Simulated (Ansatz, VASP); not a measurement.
# Two plane-wave programs on HfB2

```
Hf B
1.0
     3.05393    0.00000    0.00000
    -1.52696    2.64478    0.00000
     0.00000    0.00000    3.38461
Hf B
1 2
Direct
  0.00000 0.00000 0.00000
  0.33333 0.66667 0.50000
  0.66667 0.33333 0.50000
```

Alike in both runs: task single point; functional PBE; k mesh 11 × 11 × 8; occupations fermi-dirac, width 0.1 eV; no spin polarisation.

```csv
,VASP,Ansatz
version,VASP 6.6.1,Ansatz 0.2.0
potentials or method,"VASP PAW PBE potentials, release 64 (Hf_pv, B), cutoff 520 eV","plane waves, PAW"
valence electrons in the cell,16,32
```

|  | VASP | Ansatz | Ansatz less VASP |
| --- | --- | --- | --- |
| pressure (GPa) | 26.2 | 26.3 | +0.07 |
| traceless stress, the component that is largest in VASP (GPa) | -1.35 | -1.76 | -0.406 |

The functional is the same, so the differences come from potentials, cutoffs and numerics. VASP's potentials hold 16 valence electrons a cell and Ansatz's 32, so a difference there can come from the potentials and not from the codes.

Neither program's run includes spin-orbit coupling.
